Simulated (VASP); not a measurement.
# Al (C2/m) in VASP: single point with PBEsol+D3(BJ)

Aim: the single point of Al with PBEsol+D3(BJ).

All numbers are computed with VASP 6.6.1; they aren't measurements. Logs are shortened: lines on timing, memory, paths and dates and some standing lists are left out, and cuts for length are marked.

## Step 1: The cell of the first run

The structure is monoclinic, space group C2/m (No. 12). The conventional cell has a = 4.832 Å, b = 2.790 Å, c = 13.965 Å, α = 90.00°, β = 93.31°, γ = 90.00°. Al (site symmetry m) has 13 Al at 2.71 to 3.35 Å within 3.6 Å. Al (site symmetry m) has 12 Al at 2.79 to 2.83 Å within 3.7 Å. Al (site symmetry m) has 12 Al at 2.79 to 2.83 Å within 3.7 Å.

## Step 2: Single point, PBEsol+D3(BJ)

File INCAR:

```
SYSTEM = Al
ALGO = Fast ; EDIFF = 1E-7
ENCUT = 520 ; GGA = PS
ISIF = 2 ; ISMEAR = 0
IVDW = 12 ; LASPH = .True.
LCHARG = .False. ; LREAL = .False.
LWAVE = .False. ; NBANDS = 18
NELM = 60 ; PREC = Accurate
SIGMA = 0.15
```

File KPOINTS:

```
k-points
0
Gamma
  18 18 4
  0 0 0
```

File POSCAR:

```
Al
1.0
   -2.7899121276      0.0000000000      0.0000000000
   -1.3949560638     -2.4161347768      0.0000000000
   -0.6974780319     -0.4026891295     13.9412785744
Al
6
Direct
    0.6527750000      0.6527750000      0.0833500000
    0.5972194444      0.5972194444      0.4166833333
    0.5416638889      0.5416638889      0.7500166667
    0.1805527778      0.1805527778      0.9166833333
    0.2916638889      0.2916638889      0.2500166667
    0.2361083333      0.2361083333      0.5833500000
```

Potentials or basis: VASP PAW PBE potentials, release 64 (Al).

Command:

```
$ cat potpaw_PBE.64/Al/POTCAR > POTCAR
$ mpirun -np 1 vasp_std > vasp.out
```

OUTCAR:

```text
SYSTEM = Al
   EDIFF = 1E-7
   ENCUT = 520
   GGA = PS
   ISIF = 2
   ISMEAR = 0
   IVDW = 12
   LASPH = .True.
   LREAL = .False.
   NELM = 60
   PREC = Accurate
 IVDW          = 12

 ion  position               nearest neighbor table
   1  0.653  0.653  0.083-   4 2.71   4 2.71   5 2.83   5 2.83   5 2.83   4 3.35   4 3.35
   2  0.597  0.597  0.417-   5 2.83   5 2.83   5 2.83   6 2.83   6 2.83   6 2.83
   3  0.542  0.542  0.750-   4 2.83   4 2.83   4 2.83   6 2.83   6 2.83   6 2.83
   4  0.181  0.181  0.917-   1 2.71   1 2.71   3 2.83   3 2.83   3 2.83   1 3.35   1 3.35
   5  0.292  0.292  0.250-   2 2.83   2 2.83   2 2.83   1 2.83   1 2.83   1 2.83
   6  0.236  0.236  0.583-   3 2.83   3 2.83   2 2.83   2 2.83   2 2.83   3 2.83

  LATTYP: Found a base centered monoclinic cell.
 ALAT       =     4.8322695536
 B/A-ratio  =     0.5773502692
 C/A-ratio  =     2.8898475390
 COS(beta)  =    -0.0576731694

  Lattice vectors:

 A1 = (   2.7899121276,   0.0000000000,   0.0000000000)
 A2 = (   1.3949560638,   2.4161347768,   0.0000000000)
 A3 = (  -0.6974780319,  -0.4026891295,  13.9412785744)

Analysis of symmetry for initial positions (statically):
=====================================================================
 Subroutine PRICEL returns:
 Original cell was already a primitive cell.

 Routine SETGRP: Setting up the symmetry group for a
 base centered monoclinic supercell.

 Subroutine GETGRP returns: Found  4 space group operations
 (whereof  2 operations were pure point group operations)
 out of a pool of  4 trial point group operations.

The static configuration has the point symmetry C_1h.
 The point group associated with its full space group is C_2h.

Analysis of symmetry for dynamics (positions and initial velocities):
=====================================================================
 Subroutine PRICEL returns:
 Original cell was already a primitive cell.

 Routine SETGRP: Setting up the symmetry group for a
 base centered monoclinic supercell.

 Subroutine GETGRP returns: Found  4 space group operations
 (whereof  2 operations were pure point group operations)
 out of a pool of  4 trial point group operations.

The dynamic configuration has the point symmetry C_1h.
 The point group associated with its full space group is C_2h.

 Subroutine INISYM returns: Found  4 space group operations
 (whereof  2 operations are pure point group operations),
 and found     1 'primitive' translations

----------------------------------------------------------------------------------------

                                     Primitive cell

  volume of cell :      93.9754

  direct lattice vectors                    reciprocal lattice vectors
    -2.789912128  0.000000000  0.000000000    -0.358434228  0.206942098 -0.011954905
    -1.394956064 -2.416134777  0.000000000     0.000000000 -0.413884196 -0.011954905
    -0.697478032 -0.402689130 13.941278574     0.000000000  0.000000000  0.071729432

  length of vectors
     2.789912128  2.789912128 13.964522277     0.414056817  0.414056817  0.071729432

  position of ions in fractional coordinates (direct lattice)
     0.652775000  0.652775000  0.083350000
     0.597219444  0.597219444  0.416683333
     0.541663889  0.541663889  0.750016667
     0.180552778  0.180552778  0.916683333
     0.291663889  0.291663889  0.250016667
     0.236108333  0.236108333  0.583350000

  ion indices of the primitive-cell ions
   primitive index   ion index
                 1           1
                 2           2
                 3           3
                 4           4
                 5           5
                 6           6

----------------------------------------------------------------------------------------

 KPOINTS: k-points

Automatic generation of k-mesh.
 Grid dimensions read from file:
 generate k-points for:   18   18    4

 Generating k-lattice:

  Cartesian coordinates                     Fractional coordinates (reciprocal lattice)
    -0.019913013  0.011496783 -0.000664161     0.055555556  0.000000000  0.000000000
     0.000000000 -0.022993566 -0.000664161     0.000000000  0.055555556  0.000000000
     0.000000000  0.000000000  0.017932358     0.000000000  0.000000000  0.250000000

  Length of vectors
     0.023003156  0.023003156  0.017932358

  Shift w.r.t. Gamma in fractional coordinates (k-lattice)
     0.000000000  0.000000000  0.000000000

 Subroutine IBZKPT returns following result:
 ===========================================

 Found    353 irreducible k-points:

 Following reciprocal coordinates:
            Coordinates               Weight
  0.000000  0.000000  0.000000      1.000000
  0.055556  0.000000  0.000000      4.000000
  0.111111  0.000000  0.000000      4.000000
  0.166667 -0.000000  0.000000      4.000000
  0.222222  0.000000  0.000000      4.000000
  0.277778 -0.000000  0.000000      4.000000
[... 16 lines left out ...]
 -0.277778  0.055556  0.000000      4.000000
 -0.222222  0.055556  0.000000      4.000000
 [... further k-points ...]
   k-points           NKPTS =    353   k-points in BZ     NKDIM =    353   number of bands    NBANDS=     18
   number of dos      NEDOS =    301   number of ions     NIONS =      6
   total plane-waves  NPLWV =  62208
   dimension x,y,z NGX =    24 NGY =   24 NGZ =  108
   dimension x,y,z NGXF=    48 NGYF=   48 NGZF=  216
   ions per type =               6
   NGX,Y,Z   is equivalent  to a cutoff of  14.30, 14.30, 12.86 a.u.
   NGXF,Y,Z  is equivalent  to a cutoff of  28.60, 28.60, 25.71 a.u.
 SYSTEM =  Al
   PREC   = accura    normal or accurate (medium, high low for compatibility)
   ISTART =      0    job   : 0-new  1-cont  2-samecut
   ICHARG =      2    charge: 1-file 2-atom 10-const
   ISPIN  =      1    spin polarized calculation?
   LNONCOLLINEAR =      F non collinear calculations
   LSORBIT =      F    spin-orbit coupling
   LASPH  =      T    aspherical Exc in radial PAW
   ENCUT  =  520.0 eV  38.22 Ry    6.18 a.u.   5.19  5.19 25.96*2*pi/ulx,y,z
   NELM   =     60;   NELMIN=  2; NELMDL= -5     # of ELM steps
   EDIFF  = 0.1E-06   stopping-criterion for ELM
   LREAL  =      F    real-space projection
   EDIFFG = 0.1E-05   stopping-criterion for IOM
   NSW    =      0    number of steps for IOM
   IBRION =     -1    ionic relax: 0-MD 1-quasi-New 2-CG
   NFREE  =      0    steps in history (QN), initial steepest desc. (CG)
   ISIF   =      2    stress and relaxation
   ISYM   =      2    0-nonsym 1-usesym 2-fastsym
   POTIM  = 0.5000    time-step for ionic-motion
   TEBEG  =    0.0;   TEEND  =   0.0 temperature during run
   PSTRESS=    0.0 pullay stress
   NELECT =      18.0000    total number of electrons
   NUPDOWN=      -1.0000    fix difference up-down
   EMIN   =  10.00;   EMAX   =-10.00  energy-range for DOS
   EFERMI =   0.00;   METHOD = LEGACY
   ISMEAR =     0;   SIGMA  =   0.15  broadening in eV -4-tet -1-fermi 0-gaus
   EFERMI_NEDOS =   21; number of points for ismear=-14 and -15
   IALGO  =     68    algorithm
   IMIX   =      4    mixing-type and parameters
     AMIX     =   0.40;   BMIX     =  1.00
     AMIX_MAG =   1.60;   BMIX_MAG =  1.00
  volume/ion in A,a.u.               =      15.66       105.70
  Fermi-wavevector in a.u.,A,eV,Ry     =   0.943686  1.783308 12.116580  0.890544
  Thomas-Fermi vector in A             =   2.071418
   LORBIT       =      0    0 simple, 1 ext, 2 COOP (PROOUT), +10 PAW based schemes
   GGA     = PS    functional components
   LHFCALC =     F    Hartree Fock is set to
   AEXX    =    0.0000 exact exchange contribution
   IVDW    =    12    specifies the selected vdW correction
   LEPSILON=     F    determine dielectric tensor
   LRPA    =     F    only Hartree local field effects (RPA)
 non-spin polarized calculation
 RMM-DIIS sequential band-by-band and
 Gauss-broadening in eV      SIGMA  =   0.15
  energy-cutoff  :      520.00
  volume of cell :       93.98
 maximum number of plane-waves:      2552
 NGX is ok and might be reduce to    24
   NGX = 11   NGY = 11   NGZ = 51

 number of electron      18.0000000 magnetization

 Free energy of the ion-electron system (eV)
  ---------------------------------------------------
  ext. energy  EPLUGINS =         0.00000000
  ---------------------------------------------------
  free energy    TOTEN  =       -24.31106344 eV

  energy without entropy =      -24.28445611  energy(sigma->0) =      -24.29775978

 E-fermi :   8.4966     XC(G=0): -10.4483

 val. band max:        8.4964598891   @ k =   0.5000   0.2222   0.5000
 cond. band min:       8.4980765524   @ k =  -0.1667   0.2778   0.2500
 fundamental gap:      0.0016166632
 Fermi energy:         8.4966238686

 k-point     1 :       0.0000    0.0000    0.0000
  band No.  band energies     occupation
      1      -2.9946      2.00000
      2      -2.2381      2.00000
      3      -2.2326      2.00000
      4       0.0159      2.00000
      5       0.0179      2.00000
      6       3.5888      2.00000
[... 10 lines left out ...]
     17      20.2626      0.00000
     18      20.2822      0.00000

 k-point     2 :       0.0556    0.0000    0.0000
  band No.  band energies     occupation
      1      -2.9163      2.00000
      2      -2.1718      2.00000
      3      -2.1433      2.00000
      4       0.0658      2.00000
      5       0.1210      2.00000
      6       3.6540      2.00000
[... 10 lines left out ...]
     17      19.6838      0.00000
     18      19.8632      0.00000

 k-point     3 :       0.1111    0.0000    0.0000
  band No.  band energies     occupation
      1      -2.6818      2.00000
      2      -1.9524      2.00000
      3      -1.8963      2.00000
      4       0.2676      2.00000
      5       0.3776      2.00000
      6       3.8530      2.00000
[... 412 lines left out ...]
 k-point    23 :      -0.2778    0.0556    0.0000
  band No.  band energies     occupation
      1      -0.5913      2.00000
      2       0.0991      2.00000
      3       0.2091      2.00000
      4       2.2548      2.00000
      5       2.4696      2.00000
      6       5.7525      2.00000
[... 10 lines left out ...]
     17      14.8269      0.00000
     18      15.1111      0.00000

 k-point    24 :      -0.2222    0.0556    0.0000
  band No.  band energies     occupation
      1      -1.3617      2.00000
      2      -0.6533      2.00000
      3      -0.5702      2.00000
      4       1.5304      2.00000
      5       1.6931      2.00000
      6       5.0624      2.00000
[... 10 lines left out ...]
     17      15.5186      0.00000
     18      16.1647      0.00000

 [... further k-points ...]

------------------------ aborting loop because EDIFF is reached ----------------------------------------

 Edisp (eV)   -2.00846

 E8    (eV) :    -1.3526

  FORCE on cell =-STRESS in cart. coord.  units (eV):
  Direction    XX          YY          ZZ          XY          YZ          ZX
  --------------------------------------------------------------------------------------
  -------------------------------------------------------------------------------------
  Total       0.29983     0.38356    -0.00900    -0.07251    -0.15117    -0.26184
  in kB       5.11171     6.53925    -0.15337    -1.23629    -2.57736    -4.46412
  external pressure =        3.83 kB  Pullay stress =        0.00 kB

 VOLUME and BASIS-vectors are now :
 -----------------------------------------------------------------------------
  energy-cutoff  :      520.00
  volume of cell :       93.98
      direct lattice vectors                 reciprocal lattice vectors
    -2.789912128  0.000000000  0.000000000    -0.358434228  0.206942098 -0.011954905
    -1.394956064 -2.416134777  0.000000000     0.000000000 -0.413884196 -0.011954905
    -0.697478032 -0.402689130 13.941278574     0.000000000  0.000000000  0.071729432

 POSITION                                       TOTAL-FORCE (eV/Angst)
 -----------------------------------------------------------------------------------
     -2.78991     -1.61076      1.16201        -0.034066     -0.019668      0.183241
     -2.78991     -1.61076      5.80910         0.000786      0.000454      0.009160
     -2.78991     -1.61076     10.45619         0.030824      0.017796      0.020654
     -1.39496     -0.80538     12.77974         0.034066      0.019668     -0.183241
     -1.39496     -0.80538      3.48555        -0.030824     -0.017796     -0.020654
     -1.39496     -0.80538      8.13264        -0.000786     -0.000454     -0.009160
 -----------------------------------------------------------------------------------
    total drift:                                0.000000      0.000000     -0.000000

  FREE ENERGIE OF THE ION-ELECTRON SYSTEM (eV)
  ---------------------------------------------------
  free  energy   TOTEN  =       -26.3195231205 eV

  energy  without entropy=      -26.2929157971  energy(sigma->0) =      -26.30621946
```

It took 8 min on 1 thread of Intel Xeon Platinum 8488C (Sapphire Rapids), shared host; peak memory 0.55 GiB.

Results:

* Free energy: -26.3195 eV
* Pressure: 0.4 GPa
* Largest force: 0.187 eV/Å
* Band gap on the k mesh: zero (band 9 reaches 12.36 eV, above the bottom of band 10 at 6.58 eV)
* Dispersion energy per atom: -0.335 eV

Forces on the atoms (eV/Å):
```
Al  -0.034 -0.020  0.183
Al   0.001  0.000  0.009
Al   0.031  0.018  0.021
Al   0.034  0.020 -0.183
Al  -0.031 -0.018 -0.021
Al  -0.001  0.000 -0.009
```

Caveat: the PAW data sets were made with another functional, which shifts forces and pressure a little; pairwise dispersion overbinds metals, which lowers pressure and volume.
